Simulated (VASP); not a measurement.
La2LuN3, 6 atoms in the cell. It takes space group Cmmm (No. 65, orthorhombic). Conventional cell: a = 6.391 Å, b = 9.746 Å, c = 3.181 Å, α = 90.00°, β = 90.00°, γ = 90.00°. Within 2.8 Å of La (site symmetry m2m) lie 5 N at 2.10 to 2.28 Å and 1 Lu at 2.77 Å. Lu (site symmetry mmm) has 6 La at 2.77 to 3.82 Å and 2 Lu at 3.18 Å and 10 N at 3.20 to 3.32 Å within 3.9 Å. Within 2.8 Å of N (site symmetry mmm) lie 2 La at 2.10 Å. Within 3.0 Å of N (site symmetry 2/m) lie 4 La at 2.28 Å. The cell was generated, and may not be a known phase.

```yaml
Program: VASP 6.6.1
Task: relaxation of cell and atoms
Functional: PBE
Potentials_or_basis: VASP PAW PBE potentials, release 64 (La, Lu, N)
Cutoff: 600 eV
k_mesh: 4 × 4 × 6
Occupations: gaussian, width 0.1 eV
Spin: no spin polarisation
Dipole_correction: no
Further_INCAR_settings: ALGO = Normal; EDIFF = 1e-06; IBRION = 2; EDIFFG = -0.04; NSW = 90; ISIF = 3
```

Potentials or basis: VASP PAW PBE potentials, release 64 (La, Lu, N).

Launch:

```console
$ cat potpaw_PBE.64/La/POTCAR potpaw_PBE.64/Lu/POTCAR potpaw_PBE.64/N/POTCAR > POTCAR
$ mpirun -np 1 vasp_std > vasp.out
```

Hardware: 1 thread of Intel(R) Xeon(R) 6975P-C (Granite Rapids) (shared host).

**Question.** Estimate the wall time of this run.

**Answer.** Run time: 36 min on 1 thread of Intel(R) Xeon(R) 6975P-C (Granite Rapids), on a shared host, peak memory 0.35 GiB. Counts: scf iterations 403, k points 28, ion steps 33.
